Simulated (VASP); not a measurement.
Set up this calculation in VASP 6.6.1, as the native input.

| Item | Value |
| --- | --- |
| Task | relaxation of cell and atoms |
| Functional | PBEsol |
| Potentials or basis | VASP PAW PBE potentials, release 64 (Li_sv) |
| Cutoff | 600 eV |
| k mesh | 18 × 18 × 10 |
| Occupations | fermi-dirac, width 0.1 eV |
| Spin | no spin polarisation |
| Dipole correction | no |
| Further INCAR settings | ALGO = Normal; EDIFF = 1e-06; IBRION = 2; EDIFFG = -0.002; NSW = 100; ISIF = 3 |

The structure of Li lies in POSCAR:

```
Li
1.0
    3.1110000000      0.0000000000      0.0000000000
   -1.5555000000      2.6942050312      0.0000000000
    0.0000000000      0.0000000000      5.0930000000
Li
2
Direct
    0.3333333333      0.6666666667      0.2500000000
    0.6666666667      0.3333333333      0.7500000000
```

These files were run (other wordings do the same):

INCAR

```
SYSTEM = Li
ALGO     = Normal         ! electronic algorithm
EDIFF    = 1E-6           ! SCF threshold, eV
EDIFFG   = -0.002         ! ionic threshold
ENCUT    = 600            ! plane-wave cutoff, eV
GGA      = PS             ! functional
IBRION   = 2              ! ionic algorithm
ISIF     = 3              ! what is computed and relaxed
ISMEAR   = -1             ! smearing method
LASPH    = .TRUE.         ! aspherical terms in the spheres
LCHARG   = .FALSE.        ! write CHGCAR
LREAL    = .FALSE.        ! projectors in reciprocal space
LWAVE    = .FALSE.        ! write WAVECAR
NELM     = 80             ! most SCF steps
NSW      = 100            ! ionic steps
PREC     = Accurate       ! precision mode
SIGMA    = 0.1            ! smearing width, eV
```

KPOINTS

```
k-points
0
G
  18 18 10
  0 0 0
```

Potentials or basis: VASP PAW PBE potentials, release 64 (Li_sv).

Run with:

```console
$ cat potpaw_PBE.64/Li_sv/POTCAR > POTCAR
$ mpirun -np 1 vasp_std > vasp.out
```

Results of the run:

* Relaxed volume: 20.00 Å³/atom
* Relaxed cell: a = 3.043 Å, b = 3.043 Å, c = 4.988 Å, α = 90.00°, β = 90.00°, γ = 120.00°
* Space group after relaxing (to 0.05 Å): P6_3/mmc (No. 194)
* Energy gained by relaxing: 3.5 meV/atom
* Ionic steps: 7
* Pressure after relaxing: 0.0 GPa
* Band gap on the k mesh: zero (band 3 reaches 2.86 eV, above the bottom of band 4 at -1.80 eV)

Caveat: the cutoff is under 1.25 times the usual one of these potentials, so pressure, stress and relaxed cells hold a basis-set (Pulay) error; the PAW data sets were made with another functional, which shifts forces and pressure a little.

Wall time 4.5 min on 1 thread of Intel Xeon 6975P-C, with other jobs on the host, peak memory 0.21 GiB.
